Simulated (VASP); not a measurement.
Input of a VASP 6.6.1 run:

INCAR

```
SYSTEM = Zr3Cd2
PREC = Accurate
ENCUT = 520
EDIFF = 1E-6
ISMEAR = 0
SIGMA = 0.1
LREAL = .False.
LASPH = .True.
NELM = 100
ALGO = Fast
ISIF = 2
LWAVE = .False.
LCHARG = .True.
GGA = PE
LELF = .True.
LVHAR = .True.
NBANDS = 38
```

Contents of KPOINTS:

```
Automatic mesh
0
Gamma
  8 6 6
  0 0 0
```

File POSCAR:

```
Zr3Cd2
1.0
    5.2117885728      0.0000000000      0.0000000000
    0.0000000000      5.5945692196      0.0000000000
   -0.0839405213      0.0000000000      5.5960347513
Zr Cd
3 2
Direct
    0.0000000000      0.0000000000      0.5000000000
    0.0000000000      0.5000000000      0.0000000000
    0.0000000000      0.0000000000      0.0000000000
    0.5000000000      0.5000000000      0.5000000000
    0.0000000000      0.5000000000      0.5000000000
```

Potentials or basis: VASP PAW PBE potentials, release 64 (Zr_sv, Cd).

Launch:

```bash
$ cat potpaw_PBE.64/Zr_sv/POTCAR potpaw_PBE.64/Cd/POTCAR > POTCAR
$ mpirun -np 1 vasp_std > vasp.out
```

Question: Estimate the band gap on the k mesh.

Answer: Zero (bands 30 and 31 overlap by 0.89 eV).

Question: Predict the pressure.

Answer: 0.2 GPa.

Stress tensor (GPa, compression positive):
```
 0.25  0.00 -0.14
 0.00  0.14  0.00
-0.14  0.00  0.10
```

Caveat: the cell differs from its parent crystal (shear of c along a, cell held: -1.5 %).
